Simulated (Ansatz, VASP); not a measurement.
**One calculation of NaTe2, two programs**

File INCAR:

```
ALGO = Normal ; EDIFF = 1E-6
ENCUT = 520 ; GGA = PE
ISIF = 2 ; ISMEAR = 0
LASPH = T ; LCHARG = T
LELF = T ; LREAL = F
LVHAR = T ; LWAVE = F
NBANDS = 28 ; NELM = 60
PREC = Accurate ; SIGMA = 0.2
```

The input KPOINTS:

```
k-points
0
Gamma
  6 4 4
```

Contents of POSCAR:

```
NaTe2
1.0
   -4.4967667000      0.0000000000      0.0000000000
    0.0000000000      0.0000000000     -4.9894726000
    0.0000000000     -8.9935334000      0.0000000000
Na Te
2 4
Direct
    0.0000000000      0.5000000000      0.0000000000
    0.0000000000      0.5000000000      0.5000000000
    0.5000000000      0.0000000000      0.0000000000
    0.5000000000      0.0000000000      0.5000000000
    0.0000000000      0.0000000000      0.7500000000
    0.0000000000      0.0000000000      0.2500000000
```

Input for Ansatz:

```yaml
crystal:
  lattice:
    - [-4.4967667, 0.0, 0.0]
    - [0.0, 0.0, -4.9894726]
    - [0.0, -8.9935334, 0.0]
  atoms:
    - { symbol: Na, position: [0.0, 0.5, 0.0] }
    - { symbol: Na, position: [0.0, 0.5, 0.5] }
    - { symbol: Te, position: [0.5, 0.0, 0.0] }
    - { symbol: Te, position: [0.5, 0.0, 0.5] }
    - { symbol: Te, position: [0.0, 0.0, 0.75] }
    - { symbol: Te, position: [0.0, 0.0, 0.25] }
basis:
  ecutwfc: 420
kpoints:
  mp_grid: { grid: [6, 4, 4] }
hamiltonian:
  xc: pbe
scf:
  occupations: { method: gaussian, width: 0.2 }
  lower_state_search: "off"
output:
  forces: true
  stress: true
  eigenvalues: true
```

Alike in both runs: task single point; functional PBE; k mesh 6 × 4 × 4; occupations gaussian, width 0.2 eV; no spin polarisation.

```csv
,VASP,Ansatz
version,VASP 6.6.1,Ansatz 0.2.0
potentials or method,"VASP PAW PBE potentials, release 64 (Na_pv, Te), cutoff 520 eV","scalar-relativistic, plane waves, PAW"
valence electrons in the cell,38,82
```

```csv
,VASP,Ansatz,Ansatz less VASP
gap on the k mesh at the Fermi level (eV),none,none,-
pressure (GPa),0.1,0.1,+0.01
"traceless stress, the component that is largest in VASP (GPa)",0.38,0.39,+0.005
```

A gap of «none» marks a metal or a gap that the smearing closes. VASP's potentials hold 38 valence electrons a cell and Ansatz's 82, so a difference there can come from the potentials and not from the codes.

Spin-orbit coupling is off throughout.
